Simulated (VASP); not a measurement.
WSe2: single point with PBEsol

The system is WSe2, a sheet with vacuum.

```
Se W
1.0
     3.28200    0.00000    0.00000
    -1.64100    2.84230    0.00000
     0.00000    0.00000   30.48200
Se W
2 1
Direct
  0.66667 0.33333 0.29533
  0.66667 0.33333 0.40479
  0.33333 0.66667 0.35006
```

| Property | Result |
| --- | --- |
| Program | VASP 6.6.1 |
| Task | single point |
| Functional | PBEsol |
| Potentials or basis | VASP PAW PBE potentials, release 64 (Se, W_sv) |
| Cutoff | 520 eV |
| k mesh | 12 × 12 × 1 |
| Occupations | gaussian, width 0.02 eV |
| Spin | no spin polarisation |
| Dipole correction | yes |
| Further INCAR settings | ALGO = Normal; EDIFF = 1e-06; NBANDS = 20 |

| Item | Value |
| --- | --- |
| Largest force | 0.061 eV/Å |
| Band gap on the k mesh | 1.64 eV, direct |

Forces on the atoms (eV/Å):
```
Se   0.000  0.000 -0.061
Se   0.000  0.000  0.061
W    0.000  0.000  0.000
```

Levels at points of the mesh, in eV from the valence-band top:
| k point | band 10 | band 11 | band 12 | band 13 | band 14 | band 15 | band 16 | band 17 |
| --- | --- | --- | --- | --- | --- | --- | --- | --- |
| (0.00, 0.00, 0.00) | -2.20 | -1.21 | -1.21 | -0.37 | 3.03 | 3.03 | 3.24 | 3.24 |
| (0.50, 0.00, 0.00) | -3.01 | -2.15 | -1.01 | -0.88 | 2.48 | 2.83 | 3.76 | 4.42 |

Wall time 110 s on 1 thread of Intel(R) Xeon(R) Platinum 8375C CPU @ 2.90GHz (Ice Lake) (shared host), peak memory 0.41 GiB.

Caveat: the PAW data sets were made with another functional, which shifts forces and pressure a little; spin-orbit coupling is left out, which moves the levels of the heavy elements.
